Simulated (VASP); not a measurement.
# Ge (I4_1/amd) in VASP: notebook

Ge is run at these levels: PBEsol; tasks: single point.

Everything below comes from runs of VASP 6.6.1. Logs are shortened: lines on timing, memory, paths and dates and some standing lists are left out, and cuts for length are marked.

## 1. The cell of the first run

The structure is tetragonal, space group I4_1/amd (No. 141). Conventional cell: a = 5.020 Å, b = 5.020 Å, c = 2.865 Å, α = 90.00°, β = 90.00°, γ = 90.00°. Ge (site symmetry -4m2) has 10 Ge at 2.61 to 3.30 Å within 3.4 Å.

## 2. Single point, PBEsol (strain -0.025 along x and y, +0.025 along z)

File INCAR:

```
SYSTEM = Ge
ALGO = Normal
EDIFF = 1E-6
ENCUT = 520
GGA = PS
ISIF = 2
ISMEAR = 0
LASPH = .TRUE.
LCHARG = .FALSE.
LREAL = .FALSE.
LWAVE = .FALSE.
NBANDS = 21
NELM = 100
PREC = Accurate
SIGMA = 0.15
```

File KPOINTS:

```
k-points
0
G
  20 20 20
  0 0 0
```

File POSCAR:

```
Ge
1.0
   -2.5101274760      2.5101274760      1.4323479593
    2.5101274760     -2.5101274760      1.4323479593
    2.5101274760      2.5101274760     -1.4323479593
Ge
2
Direct
    0.2500000000      0.7500000000      0.5000000000
    0.5000000000      0.5000000000      0.0000000000
```

Potentials or basis: VASP PAW PBE potentials, release 64 (Ge_d).

On the command line:

```bash
cat potpaw_PBE.64/Ge_d/POTCAR > POTCAR
mpirun -np 1 vasp_std > vasp.out
```

OUTCAR:

```text
SYSTEM = Ge
   EDIFF = 1E-6
   ENCUT = 520
   GGA = PS
   ISIF = 2
   ISMEAR = 0
   LASPH = .TRUE.
   LREAL = .FALSE.
   NELM = 100
   PREC = Accurate

 ion  position               nearest neighbor table
   1  0.250  0.750  0.500-   2 2.61   2 2.61   2 2.61   2 2.61
   2  0.500  0.500  0.000-   1 2.61   1 2.61   1 2.61   1 2.61

  LATTYP: Found a body centered tetragonal cell.
 ALAT       =     5.0202549520
 C/A-ratio  =     0.5706275769

  Lattice vectors:

 A1 = (  -2.5101274760,   2.5101274760,   1.4323479593)
 A2 = (   2.5101274760,  -2.5101274760,   1.4323479593)
 A3 = (   2.5101274760,   2.5101274760,  -1.4323479593)

Analysis of symmetry for initial positions (statically):
=====================================================================
 Subroutine PRICEL returns:
 Original cell was already a primitive cell.

 Routine SETGRP: Setting up the symmetry group for a
 body centered tetragonal supercell.

 Subroutine GETGRP returns: Found 16 space group operations
 (whereof  8 operations were pure point group operations)
 out of a pool of 16 trial point group operations.

The static configuration has the point symmetry D_2d.
 The point group associated with its full space group is D_4h.

Analysis of symmetry for dynamics (positions and initial velocities):
=====================================================================
 Subroutine PRICEL returns:
 Original cell was already a primitive cell.

 Routine SETGRP: Setting up the symmetry group for a
 body centered tetragonal supercell.

 Subroutine GETGRP returns: Found 16 space group operations
 (whereof  8 operations were pure point group operations)
 out of a pool of 16 trial point group operations.

The dynamic configuration has the point symmetry D_2d.
 The point group associated with its full space group is D_4h.

 Subroutine INISYM returns: Found 16 space group operations
 (whereof  8 operations are pure point group operations),
 and found     1 'primitive' translations

----------------------------------------------------------------------------------------

                                     Primitive cell

  volume of cell :      36.0994

  direct lattice vectors                    reciprocal lattice vectors
    -2.510127476  2.510127476  1.432347959     0.000000000  0.199193071  0.349077189
     2.510127476 -2.510127476  1.432347959     0.199193071  0.000000000  0.349077189
     2.510127476  2.510127476 -1.432347959     0.199193071  0.199193071  0.000000000

  length of vectors
     3.827936855  3.827936855  3.827936855     0.401911388  0.401911388  0.281701542

  position of ions in fractional coordinates (direct lattice)
     0.250000000  0.750000000  0.500000000
     0.500000000  0.500000000  0.000000000

  ion indices of the primitive-cell ions
   primitive index   ion index
                 1           1
                 2           2

----------------------------------------------------------------------------------------

 KPOINTS: k-points

Automatic generation of k-mesh.
 Grid dimensions read from file:
 generate k-points for:   20   20   20

 Generating k-lattice:

  Cartesian coordinates                     Fractional coordinates (reciprocal lattice)
     0.000000000  0.009959654  0.017453859     0.050000000  0.000000000  0.000000000
     0.009959654  0.000000000  0.017453859     0.000000000  0.050000000  0.000000000
     0.009959654  0.009959654  0.000000000     0.000000000  0.000000000  0.050000000

  Length of vectors
     0.020095569  0.020095569  0.014085077

  Shift w.r.t. Gamma in fractional coordinates (k-lattice)
     0.000000000  0.000000000  0.000000000

 Subroutine IBZKPT returns following result:
 ===========================================

 Found    641 irreducible k-points:

 Following reciprocal coordinates:
            Coordinates               Weight
  0.000000  0.000000  0.000000      1.000000
  0.050000  0.000000  0.000000      8.000000
  0.100000  0.000000 -0.000000      8.000000
  0.150000  0.000000  0.000000      8.000000
  0.200000  0.000000 -0.000000      8.000000
  0.250000  0.000000 -0.000000      8.000000
[... 16 lines left out ...]
 -0.400000  0.050000  0.000000     16.000000
 -0.350000  0.050000  0.000000     16.000000
 [... further k-points ...]
   k-points           NKPTS =    641   k-points in BZ     NKDIM =    641   number of bands    NBANDS=     21
   number of dos      NEDOS =    301   number of ions     NIONS =      2
   total plane-waves  NPLWV =  21952
   dimension x,y,z NGX =    28 NGY =   28 NGZ =   28
   dimension x,y,z NGXF=    56 NGYF=   56 NGZF=   56
   ions per type =               2
   NGX,Y,Z   is equivalent  to a cutoff of  12.16, 12.16, 12.16 a.u.
   NGXF,Y,Z  is equivalent  to a cutoff of  24.32, 24.32, 24.32 a.u.
 SYSTEM =  Ge
   PREC   = accura    normal or accurate (medium, high low for compatibility)
   ISTART =      0    job   : 0-new  1-cont  2-samecut
   ICHARG =      2    charge: 1-file 2-atom 10-const
   ISPIN  =      1    spin polarized calculation?
   LNONCOLLINEAR =      F non collinear calculations
   LSORBIT =      F    spin-orbit coupling
   LASPH  =      T    aspherical Exc in radial PAW
   ENCUT  =  520.0 eV  38.22 Ry    6.18 a.u.   7.12  7.12  7.12*2*pi/ulx,y,z
   NELM   =    100;   NELMIN=  2; NELMDL= -5     # of ELM steps
   EDIFF  = 0.1E-05   stopping-criterion for ELM
   LREAL  =      F    real-space projection
   EDIFFG = 0.1E-04   stopping-criterion for IOM
   NSW    =      0    number of steps for IOM
   IBRION =     -1    ionic relax: 0-MD 1-quasi-New 2-CG
   NFREE  =      0    steps in history (QN), initial steepest desc. (CG)
   ISIF   =      2    stress and relaxation
   ISYM   =      2    0-nonsym 1-usesym 2-fastsym
   POTIM  = 0.5000    time-step for ionic-motion
   TEBEG  =    0.0;   TEEND  =   0.0 temperature during run
   PSTRESS=    0.0 pullay stress
   NELECT =      28.0000    total number of electrons
   NUPDOWN=      -1.0000    fix difference up-down
   EMIN   =  10.00;   EMAX   =-10.00  energy-range for DOS
   EFERMI =   0.00;   METHOD = LEGACY
   ISMEAR =     0;   SIGMA  =   0.15  broadening in eV -4-tet -1-fermi 0-gaus
   EFERMI_NEDOS =   21; number of points for ismear=-14 and -15
   IALGO  =     38    algorithm
   IMIX   =      4    mixing-type and parameters
     AMIX     =   0.40;   BMIX     =  1.00
     AMIX_MAG =   1.60;   BMIX_MAG =  1.00
  volume/ion in A,a.u.               =      18.05       121.81
  Fermi-wavevector in a.u.,A,eV,Ry     =   1.504160  2.842451 30.783161  2.262498
  Thomas-Fermi vector in A             =   2.615176
   LORBIT       =      0    0 simple, 1 ext, 2 COOP (PROOUT), +10 PAW based schemes
   GGA     = PS    functional components
   LHFCALC =     F    Hartree Fock is set to
   AEXX    =    0.0000 exact exchange contribution
   IVDW    =     0    specifies the selected vdW correction
   LEPSILON=     F    determine dielectric tensor
   LRPA    =     F    only Hartree local field effects (RPA)
 non-spin polarized calculation
 Gauss-broadening in eV      SIGMA  =   0.15
  energy-cutoff  :      520.00
  volume of cell :       36.10
 maximum number of plane-waves:      1010
   NGX = 15   NGY = 15   NGZ = 15

 number of electron      27.9999994 magnetization

 Free energy of the ion-electron system (eV)
  ---------------------------------------------------
  ext. energy  EPLUGINS =         0.00000000
  ---------------------------------------------------
  free energy    TOTEN  =        -9.53113488 eV

  energy without entropy =       -9.52307829  energy(sigma->0) =       -9.52710658

 E-fermi :   6.9430     XC(G=0): -11.6001

 val. band max:        6.9429542018   @ k =  -0.2000  -0.2000   0.1500
 cond. band min:       6.9454928936   @ k =  -0.4500   0.4500   0.1000
 fundamental gap:      0.0025386918
 Fermi energy:         6.9429850555

 k-point     1 :       0.0000    0.0000    0.0000
  band No.  band energies     occupation
      1     -17.7634      2.00000
      2     -17.6818      2.00000
      3     -17.6785      2.00000
      4     -17.6467      2.00000
      5     -17.5667      2.00000
      6     -17.5667      2.00000
[... 13 lines left out ...]
     20      19.2620      0.00000
     21      19.6385      0.00000

 k-point     2 :       0.0500    0.0000    0.0000
  band No.  band energies     occupation
      1     -17.7623      2.00000
      2     -17.6794      2.00000
      3     -17.6770      2.00000
      4     -17.6437      2.00000
      5     -17.5690      2.00000
      6     -17.5685      2.00000
[... 13 lines left out ...]
     20      19.0469      0.00000
     21      19.6188      0.00000

 k-point     3 :       0.1000    0.0000   -0.0000
  band No.  band energies     occupation
      1     -17.7592      2.00000
      2     -17.6727      2.00000
      3     -17.6725      2.00000
      4     -17.6357      2.00000
      5     -17.5748      2.00000
      6     -17.5714      2.00000
[... 13 lines left out ...]
     20      18.0616      0.00000
     21      18.6184      0.00000

 k-point     4 :       0.1500    0.0000    0.0000
  band No.  band energies     occupation
      1     -17.7541      2.00000
      2     -17.6661      2.00000
      3     -17.6628      2.00000
      4     -17.6259      2.00000
      5     -17.5825      2.00000
      6     -17.5710      2.00000
[... 13 lines left out ...]
     20      17.1163      0.00000
     21      18.1308      0.00000

 k-point     5 :       0.2000    0.0000   -0.0000
  band No.  band energies     occupation
      1     -17.7474      2.00000
      2     -17.6580      2.00000
      3     -17.6529      2.00000
      4     -17.6193      2.00000
      5     -17.5909      2.00000
      6     -17.5647      2.00000
[... 13 lines left out ...]
     20      16.3378      0.00000
     21      18.1230      0.00000
[... 382 lines left out ...]
     20      19.0566      0.00000
     21      19.5234      0.00000

 k-point    22 :      -0.4500    0.0500   -0.0000
  band No.  band energies     occupation
      1     -17.7154      2.00000
      2     -17.6564      2.00000
      3     -17.6450      2.00000
      4     -17.6293      2.00000
      5     -17.5898      2.00000
      6     -17.5856      2.00000
[... 13 lines left out ...]
     20      17.9362      0.00000
     21      20.1065      0.00000

 k-point    23 :      -0.4000    0.0500    0.0000
  band No.  band energies     occupation
      1     -17.7206      2.00000
      2     -17.6475      2.00000
      3     -17.6416      2.00000
      4     -17.6335      2.00000
      5     -17.5945      2.00000
      6     -17.5815      2.00000
[... 13 lines left out ...]
     20      16.5881      0.00000
     21      19.4370      0.00000

 k-point    24 :      -0.3500    0.0500    0.0000
  band No.  band energies     occupation
      1     -17.7272      2.00000
      2     -17.6450      2.00000
      3     -17.6384      2.00000
      4     -17.6343      2.00000
      5     -17.5970      2.00000
      6     -17.5765      2.00000
[... 13 lines left out ...]
     20      15.7640      0.00000
     21      18.7993      0.00000

 [... further k-points ...]

------------------------ aborting loop because EDIFF is reached ----------------------------------------

  FORCE on cell =-STRESS in cart. coord.  units (eV):
  Direction    XX          YY          ZZ          XY          YZ          ZX
  --------------------------------------------------------------------------------------
  -------------------------------------------------------------------------------------
  Total        0.5579071      0.5579071     -0.0753549      0.0000000     -0.0000000      0.0000000
  in kB       24.7612385     24.7612385     -3.3444299      0.0000000     -0.0000000      0.0000000
  external PRESSURE =      15.3926824 kB  Pullay stress =       0.0000000 kB

 VOLUME and BASIS-vectors are now :
 -----------------------------------------------------------------------------
  energy-cutoff  :      520.00
  volume of cell :       36.10
      direct lattice vectors                 reciprocal lattice vectors
    -2.510127476  2.510127476  1.432347959     0.000000000  0.199193071  0.349077189
     2.510127476 -2.510127476  1.432347959     0.199193071  0.000000000  0.349077189
     2.510127476  2.510127476 -1.432347959     0.199193071  0.199193071  0.000000000

 POSITION                                       TOTAL-FORCE (eV/Angst)
 -----------------------------------------------------------------------------------
      2.51013      0.00000      0.71617        -0.000000      0.000000      0.000000
      0.00000      0.00000      1.43235         0.000000     -0.000000     -0.000000
 -----------------------------------------------------------------------------------
    total drift:                                0.000000     -0.000000      0.000000

  FREE ENERGIE OF THE ION-ELECTRON SYSTEM (eV)
  ---------------------------------------------------
  free  energy   TOTEN  =        -9.5311348753 eV

  energy  without entropy=       -9.5230782863  energy(sigma->0) =       -9.52710658
```

It took 7.7 min on 1 thread of Intel Xeon 8259CL, shared host; peak memory 0.47 GiB.

What came out:

```yaml
Free_energy: -9.5311 eV
Pressure: 1.5 GPa
Band_gap_on_the_k_mesh: zero (bands 14 and 15 overlap by 5.73 eV)
```

Stress tensor (GPa, compression positive):
```
 2.48  0.00  0.00
 0.00  2.48  0.00
 0.00  0.00 -0.33
```

Caveat: the cell differs from its parent crystal (strain -0.025 along x and y, +0.025 along z); the PAW data sets were made with another functional, which shifts forces and pressure a little.

(Part 1 of 2 ends here.)

The gap in the log of VASP goes by the Fermi energy; the results here count the filled bands.